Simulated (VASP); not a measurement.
# Ir3Cl: single point with PBE

The system is Ir3Cl, a slab with vacuum.

```
Ir Cl
1.0
     2.73676    0.00000    0.00000
     0.00000    2.73676    0.00000
     0.00000    0.00000   19.18834
Ir Cl
3 1
Direct
  0.50000 0.50000 0.20846
  0.00000 0.00000 0.30457
  0.50000 0.50000 0.40068
  0.50000 0.66667 0.51797
```

```json
{"Program": "VASP 6.6.1", "Task": "single point", "Functional": "PBE", "Potentials or basis": "VASP PAW PBE potentials, release 64 (Ir, Cl)", "Cutoff": "520 eV", "k mesh": "10 × 10 × 1", "Occupations": "gaussian, width 0.1 eV", "Spin": "no spin polarisation", "Dipole correction": "yes", "Further INCAR settings": "ALGO = Normal; EDIFF = 1e-07; NBANDS = 25"}
```

```
Largest force          : 0.694 eV/Å
Band gap on the k mesh : zero (bands 17 and 18 overlap by 2.12 eV)
```

Forces on the atoms (eV/Å):
```
Ir   0.000  0.002 -0.292
Ir   0.000  0.054 -0.171
Ir   0.000  0.538  0.439
Cl   0.000 -0.594  0.024
```

Levels at points of the mesh, in eV from the Fermi level:
```
           k point  band 13  band 14  band 15  band 16  band 17  band 18  band 19  band 20  band 21  band 22
(0.00, 0.00, 0.00)    -1.33    -1.04    -0.99    -0.14    -0.12     0.38     0.99     1.04     1.07     1.18
(0.50, 0.00, 0.00)    -1.62    -1.46    -0.79     0.37     0.64     0.67     0.90     0.98     2.54     2.77
(0.00, 0.50, 0.00)    -1.64    -1.25    -0.97     0.38     0.51     0.66     1.05     1.17     2.52     2.78
(0.50, 0.50, 0.00)    -0.18     0.09     0.21     1.27     1.45     1.82     2.22     3.66     3.93     6.12
```

It took 2.1 min on 1 thread of Intel(R) Xeon(R) 6975P-C (Granite Rapids), with other jobs on the host, peak memory 0.29 GiB.

Caveat: spin-orbit coupling is left out, which moves the levels of the heavy elements.
